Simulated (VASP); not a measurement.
BP, 2 atoms in the cell. It takes space group F-43m (No. 216, cubic). Conventional cell: a = 4.538 Å, b = 4.538 Å, c = 4.538 Å, α = 90.00°, β = 90.00°, γ = 90.00°. Within 2.6 Å of B (site symmetry -43m) lie 4 P at 1.97 Å. Within 2.6 Å of P (site symmetry -43m) lie 4 B at 1.97 Å. 

- Program: VASP 6.6.1
- Task: relaxation of cell and atoms
- Functional: PBEsol
- Potentials or basis: VASP PAW PBE potentials, release 64 (B, P)
- Cutoff: 600 eV
- k mesh: 8 × 8 × 8
- Occupations: gaussian, width 0.01 eV
- Spin: no spin polarisation
- Target pressure: 4 GPa
- Dipole correction: no
- Further INCAR settings: ALGO = Normal; EDIFF = 1e-07; IBRION = 2; EDIFFG = -0.005; NSW = 80; ISIF = 3

Potentials or basis: VASP PAW PBE potentials, release 64 (B, P).

Command:

```sh
$ cat potpaw_PBE.64/B/POTCAR potpaw_PBE.64/P/POTCAR > POTCAR
$ mpirun -np 1 vasp_std > vasp.out
```

Hardware: 1 thread of Intel(R) Xeon(R) Platinum 8488C (Sapphire Rapids), with other jobs on the host.

Task: Estimate the wall time of this run.

Result: Wall time 17 s on 1 thread of Intel(R) Xeon(R) Platinum 8488C (Sapphire Rapids), on a shared host, peak memory 0.14 GiB. Counts: scf iterations 28, k points 29, ion steps 3.
